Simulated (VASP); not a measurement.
# SnO (C2/m) in VASP: a series of runs, part 2 of 2

VASP 6.6.1. The steps go on from the part before.

**4. Single point, PBE (mode 4 (104.6 1/cm) frozen in, largest displacement +0.075 Å)**

The input, INCAR:

```
PREC     = Accurate       # precision mode
ENCUT    = 520            # plane-wave cutoff, eV
EDIFF    = 1E-7           # SCF threshold, eV
ISMEAR   = 0              # smearing method
SIGMA    = 0.05           # smearing width, eV
LREAL    = F              # projectors in reciprocal space
LASPH    = T              # aspherical terms in the spheres
NELM     = 80             # most SCF steps
ALGO     = Normal         # electronic algorithm
ISIF     = 2              # what is computed and relaxed
LWAVE    = F              # write WAVECAR
LCHARG   = F              # write CHGCAR
GGA      = PE             # functional
NBANDS   = 28             # bands
```

The input, KPOINTS:

```
regular mesh
0
Gamma
  10 10 8
```

The input, POSCAR:

```
SnO
1.0
    3.8681707514      0.0000000000      0.0000000000
    0.0000000000      3.8681707514      0.0000000000
    0.0000000000      0.0000000000      5.0672768981
Sn O
2 2
Direct
    0.0137101002      0.5137101002      0.2287361932
    0.4862898998     -0.0137101002      0.7712638068
   -0.0014361009      0.0014361009      0.0000000000
    0.5014361009      0.4985638991      0.0000000000
```

Potentials or basis: VASP PAW PBE potentials, release 64 (Sn_d, O).

The run is started by

```
> cat potpaw_PBE.64/Sn_d/POTCAR potpaw_PBE.64/O/POTCAR > POTCAR
> mpirun -np 1 vasp_std > vasp.out
```

OUTCAR:

```text
PREC = Accurate
   ENCUT = 520
   EDIFF = 1E-7
   ISMEAR = 0
   LREAL = F
   LASPH = T
   NELM = 80
   ISIF = 2
   GGA = PE

 ion  position               nearest neighbor table
   1  0.014  0.514  0.229-   3 2.21   4 2.21   3 2.30   4 2.30   2 3.47   2 3.59   2 3.59   2 3.70

   2  0.486  0.986  0.771-   3 2.21   4 2.21   3 2.30   4 2.30   1 3.47   1 3.59   1 3.59   1 3.70

   3  0.999  0.001  0.000-   1 2.21   2 2.21   1 2.30   2 2.30
   4  0.501  0.499  0.000-   1 2.21   2 2.21   1 2.30   2 2.30

  LATTYP: Found a simple tetragonal cell.
 ALAT       =     3.8681707514
 C/A-ratio  =     1.3099930752

  Lattice vectors:

 A1 = (   3.8681707514,   0.0000000000,   0.0000000000)
 A2 = (   0.0000000000,   3.8681707514,   0.0000000000)
 A3 = (   0.0000000000,   0.0000000000,   5.0672768981)

Analysis of symmetry for initial positions (statically):
=====================================================================
 Subroutine PRICEL returns:
 Original cell was already a primitive cell.

 Routine SETGRP: Setting up the symmetry group for a
 simple tetragonal supercell.

 Subroutine GETGRP returns: Found  4 space group operations
 (whereof  2 operations were pure point group operations)
 out of a pool of 16 trial point group operations.

The static configuration has the point symmetry C_2 .
 The point group associated with its full space group is C_2h.

Analysis of symmetry for dynamics (positions and initial velocities):
=====================================================================
 Subroutine PRICEL returns:
 Original cell was already a primitive cell.

 Routine SETGRP: Setting up the symmetry group for a
 simple tetragonal supercell.

 Subroutine GETGRP returns: Found  4 space group operations
 (whereof  2 operations were pure point group operations)
 out of a pool of 16 trial point group operations.

The dynamic configuration has the point symmetry C_2 .
 The point group associated with its full space group is C_2h.

 Subroutine INISYM returns: Found  4 space group operations
 (whereof  2 operations are pure point group operations),
 and found     1 'primitive' translations

----------------------------------------------------------------------------------------

                                     Primitive cell

  volume of cell :      75.8204

  direct lattice vectors                    reciprocal lattice vectors
     3.868170751  0.000000000  0.000000000     0.258520129  0.000000000  0.000000000
     0.000000000  3.868170751  0.000000000     0.000000000  0.258520129  0.000000000
     0.000000000  0.000000000  5.067276898     0.000000000  0.000000000  0.197344653

  length of vectors
     3.868170751  3.868170751  5.067276898     0.258520129  0.258520129  0.197344653

  position of ions in fractional coordinates (direct lattice)
     0.013710100  0.513710100  0.228736193
     0.486289900  0.986289900  0.771263807
     0.998563899  0.001436101  0.000000000
     0.501436101  0.498563899  0.000000000

  ion indices of the primitive-cell ions
   primitive index   ion index
                 1           1
                 2           2
                 3           3
                 4           4

----------------------------------------------------------------------------------------

 KPOINTS: regular mesh

Automatic generation of k-mesh.
 Grid dimensions read from file:
 generate k-points for:   10   10    8

 Generating k-lattice:

  Cartesian coordinates                     Fractional coordinates (reciprocal lattice)
     0.025852013  0.000000000  0.000000000     0.100000000  0.000000000  0.000000000
     0.000000000  0.025852013  0.000000000     0.000000000  0.100000000  0.000000000
     0.000000000  0.000000000  0.024668082     0.000000000  0.000000000  0.125000000

  Length of vectors
     0.025852013  0.025852013  0.024668082

  Shift w.r.t. Gamma in fractional coordinates (k-lattice)
     0.000000000  0.000000000  0.000000000

 Subroutine IBZKPT returns following result:
 ===========================================

 Found    227 irreducible k-points:

 Following reciprocal coordinates:
            Coordinates               Weight
  0.000000  0.000000  0.000000      1.000000
  0.100000  0.000000  0.000000      4.000000
  0.200000  0.000000  0.000000      4.000000
  0.300000  0.000000  0.000000      4.000000
  0.400000  0.000000  0.000000      4.000000
  0.500000  0.000000  0.000000      2.000000
[... 16 lines left out ...]
  0.300000  0.300000  0.000000      2.000000
 -0.300000  0.300000  0.000000      2.000000
 [... further k-points ...]
   k-points           NKPTS =    227   k-points in BZ     NKDIM =    227   number of bands    NBANDS=     28
   number of dos      NEDOS =    301   number of ions     NIONS =      4
   total plane-waves  NPLWV =  36000
   dimension x,y,z NGX =    30 NGY =   30 NGZ =   40
   dimension x,y,z NGXF=    60 NGYF=   60 NGZF=   80
   ions per type =               2   2
   NGX,Y,Z   is equivalent  to a cutoff of  12.89, 12.89, 13.12 a.u.
   NGXF,Y,Z  is equivalent  to a cutoff of  25.79, 25.79, 26.25 a.u.
 SYSTEM =  unknown system
   PREC   = accura    normal or accurate (medium, high low for compatibility)
   ISTART =      0    job   : 0-new  1-cont  2-samecut
   ICHARG =      2    charge: 1-file 2-atom 10-const
   ISPIN  =      1    spin polarized calculation?
   LNONCOLLINEAR =      F non collinear calculations
   LSORBIT =      F    spin-orbit coupling
   LASPH  =      T    aspherical Exc in radial PAW
   ENCUT  =  520.0 eV  38.22 Ry    6.18 a.u.   7.19  7.19  9.42*2*pi/ulx,y,z
   NELM   =     80;   NELMIN=  2; NELMDL= -5     # of ELM steps
   EDIFF  = 0.1E-06   stopping-criterion for ELM
   LREAL  =      F    real-space projection
   EDIFFG = 0.1E-05   stopping-criterion for IOM
   NSW    =      0    number of steps for IOM
   IBRION =     -1    ionic relax: 0-MD 1-quasi-New 2-CG
   NFREE  =      0    steps in history (QN), initial steepest desc. (CG)
   ISIF   =      2    stress and relaxation
   ISYM   =      2    0-nonsym 1-usesym 2-fastsym
   POTIM  = 0.5000    time-step for ionic-motion
   TEBEG  =    0.0;   TEEND  =   0.0 temperature during run
   PSTRESS=    0.0 pullay stress
   NELECT =      40.0000    total number of electrons
   NUPDOWN=      -1.0000    fix difference up-down
   EMIN   =  10.00;   EMAX   =-10.00  energy-range for DOS
   EFERMI =   0.00;   METHOD = LEGACY
   ISMEAR =     0;   SIGMA  =   0.05  broadening in eV -4-tet -1-fermi 0-gaus
   EFERMI_NEDOS =   21; number of points for ismear=-14 and -15
   IALGO  =     38    algorithm
   IMIX   =      4    mixing-type and parameters
     AMIX     =   0.40;   BMIX     =  1.00
     AMIX_MAG =   1.60;   BMIX_MAG =  1.00
  volume/ion in A,a.u.               =      18.96       127.92
  Fermi-wavevector in a.u.,A,eV,Ry     =   1.322816  2.499760 23.808057  1.749843
  Thomas-Fermi vector in A             =   2.452470
   LORBIT       =      0    0 simple, 1 ext, 2 COOP (PROOUT), +10 PAW based schemes
   GGA     = PE    functional components
   LHFCALC =     F    Hartree Fock is set to
   AEXX    =    0.0000 exact exchange contribution
   IVDW    =     0    specifies the selected vdW correction
   LEPSILON=     F    determine dielectric tensor
   LRPA    =     F    only Hartree local field effects (RPA)
 non-spin polarized calculation
 Gauss-broadening in eV      SIGMA  =   0.05
  energy-cutoff  :      520.00
  volume of cell :       75.82
 maximum number of plane-waves:      2060
 NGX is ok and might be reduce to    30
   NGX = 15   NGY = 15   NGZ = 19

 number of electron      40.0000004 magnetization

 Free energy of the ion-electron system (eV)
  ---------------------------------------------------
  ext. energy  EPLUGINS =         0.00000000
  ---------------------------------------------------
  free energy    TOTEN  =       -22.69816025 eV

  energy without entropy =      -22.69816025  energy(sigma->0) =      -22.69816025

 E-fermi :   6.3991     XC(G=0):  -9.8198

 val. band max:        6.1300940968   @ k =   0.1000   0.0000   0.0000
 cond. band min:       6.6444000798   @ k =   0.5000   0.5000   0.0000
 fundamental gap:      0.5143059830
 Fermi energy:         6.3991215405

 k-point     1 :       0.0000    0.0000    0.0000
  band No.  band energies     occupation
      1     -15.6175      2.00000
      2     -15.2561      2.00000
      3     -15.2525      2.00000
      4     -15.2353      2.00000
      5     -15.2114      2.00000
      6     -15.1992      2.00000
[... 20 lines left out ...]
     27      13.1061      0.00000
[... 691 lines left out ...]
      6     -15.2102      2.00000
[... 20 lines left out ...]
     27      13.4066      0.00000
     28      14.4370      0.00000

 [... further k-points ...]
[... 5 lines left out ...]
  --------------------------------------------------------------------------------------
  -------------------------------------------------------------------------------------
  Total        0.1958338      0.1958338      0.2350361      0.0294551     -0.5305209     -0.5305179
  in kB        4.1382078      4.1382078      4.9666006      0.6224216    -11.2105559    -11.2104938
  external PRESSURE =       4.4143388 kB  Pullay stress =       0.0000000 kB

 VOLUME and BASIS-vectors are now :
 -----------------------------------------------------------------------------
  energy-cutoff  :      520.00
  volume of cell :       75.82
      direct lattice vectors                 reciprocal lattice vectors
     3.868170751  0.000000000  0.000000000     0.258520129  0.000000000  0.000000000
     0.000000000  3.868170751  0.000000000     0.000000000  0.258520129  0.000000000
     0.000000000  0.000000000  5.067276898     0.000000000  0.000000000  0.197344653

 POSITION                                       TOTAL-FORCE (eV/Angst)
 -----------------------------------------------------------------------------------
      0.05303      1.98712      1.15907        -0.263840     -0.263840      0.128027
      1.88105      3.81514      3.90821         0.263840      0.263840     -0.128027
      3.86262      0.00556      0.00000        -0.006506      0.006506      0.000000
      1.93964      1.92853      0.00000         0.006506     -0.006506      0.000000
 -----------------------------------------------------------------------------------
    total drift:                                0.000000      0.000000     -0.000000

  FREE ENERGIE OF THE ION-ELECTRON SYSTEM (eV)
  ---------------------------------------------------
  free  energy   TOTEN  =       -22.6981602453 eV

  energy  without entropy=      -22.6981602453  energy(sigma->0) =      -22.69816025
```

Run time: 3.7 min. Hardware: 1 thread of Intel Xeon 6975P-C (Granite Rapids), shared host; peak memory 0.47 GiB.

Results:

- Free energy: -22.6982 eV
- Pressure: 0.4 GPa
- Largest force: 0.394 eV/Å
- Band gap on the k mesh: 0.51 eV, indirect (least direct gap 1.90 eV)

Forces in eV/Å, atoms in the order of the input:
```
Sn  -0.264 -0.264  0.128
Sn   0.264  0.264 -0.128
O   -0.007  0.007  0.000
O    0.007 -0.007  0.000
```

Stress tensor (GPa, compression positive):
```
 0.41  0.06 -1.12
 0.06  0.41 -1.12
-1.12 -1.12  0.50
```

Caveat: the cell differs from its parent crystal (mode 4 (104.6 1/cm) frozen in, largest displacement +0.075 Å); spin-orbit coupling is left out, which moves the levels of the heavy elements.

**5. Single point, PBE (mode 4 (104.6 1/cm) frozen in, largest displacement -0.100 Å)**

The input, INCAR:

```
PREC = Accurate ; ENCUT = 520
EDIFF = 1E-6 ; ISMEAR = 0
SIGMA = 0.05 ; LREAL = F
LASPH = T ; NELM = 60
ALGO = Normal ; ISIF = 2
LWAVE = F ; LCHARG = T
GGA = PE ; LELF = T
LVHAR = T ; NBANDS = 28
```

The input, KPOINTS:

```
Automatic mesh
0
Gamma
  10 10 8
```

The input, POSCAR:

```
SnO
1.0
    3.8681707514      0.0000000000      0.0000000000
    0.0000000000      3.8681707514      0.0000000000
    0.0000000000      0.0000000000      5.0672768981
Sn O
2 2
Direct
   -0.0182801336      0.4817198664      0.2287361932
    0.5182801336      0.0182801336      0.7712638068
    0.0019148013     -0.0019148013      0.0000000000
    0.4980851987      0.5019148013      0.0000000000
```

The run is started by

```
> cat potpaw_PBE.64/Sn_d/POTCAR potpaw_PBE.64/O/POTCAR > POTCAR
> mpirun -np 1 vasp_std > vasp.out
```

It took 8.5 min on 1 thread of AMD EPYC 7R43 (Zen 3), shared host; peak memory 0.44 GiB.

It converged, with:

| Item | Value |
| --- | --- |
| Free energy | -22.6765 eV |
| Pressure | 0.6 GPa |
| Largest force | 0.525 eV/Å |
| Band gap on the k mesh | 0.52 eV, indirect (least direct gap 1.89 eV) |

Forces on the atoms (eV/Å):
```
Sn   0.352  0.352  0.167
Sn  -0.352 -0.352 -0.167
O    0.010 -0.010  0.000
O   -0.010  0.010  0.000
```

Stress tensor (GPa, compression positive):
```
0.58 0.11 1.50
0.11 0.58 1.50
1.50 1.50 0.69
```

Levels at points of the mesh, in eV from the valence-band top:
| k point | band 16 | band 17 | band 18 | band 19 | band 20 | band 21 | band 22 | band 23 | band 24 | band 25 |
| --- | --- | --- | --- | --- | --- | --- | --- | --- | --- | --- |
| (0.00, 0.00, 0.00) | -5.77 | -3.16 | -2.88 | -2.86 | 0.00 | 1.89 | 4.03 | 4.93 | 4.95 | 5.52 |
| (0.50, 0.00, 0.00) | -4.61 | -4.51 | -4.40 | -2.49 | -2.18 | 2.98 | 3.07 | 5.65 | 5.67 | 5.91 |
| (0.50, 0.50, 0.00) | -4.75 | -2.25 | -2.24 | -1.78 | -1.71 | 0.52 | 0.53 | 4.53 | 4.58 | 6.78 |
| (0.00, 0.00, 0.50) | -3.38 | -3.21 | -2.90 | -2.88 | -1.94 | 1.69 | 3.35 | 3.37 | 3.77 | 7.31 |
| (0.50, 0.00, 0.50) | -4.97 | -4.49 | -4.39 | -1.62 | -1.45 | 2.46 | 2.48 | 5.34 | 5.78 | 6.31 |
| (0.50, 0.50, 0.50) | -5.09 | -2.34 | -2.33 | -2.25 | -2.24 | 2.62 | 2.62 | 3.71 | 3.77 | 5.52 |

Caveat: the cell differs from its parent crystal (mode 4 (104.6 1/cm) frozen in, largest displacement -0.100 Å); spin-orbit coupling is left out, which moves the levels of the heavy elements. A k mesh can miss the band edges.
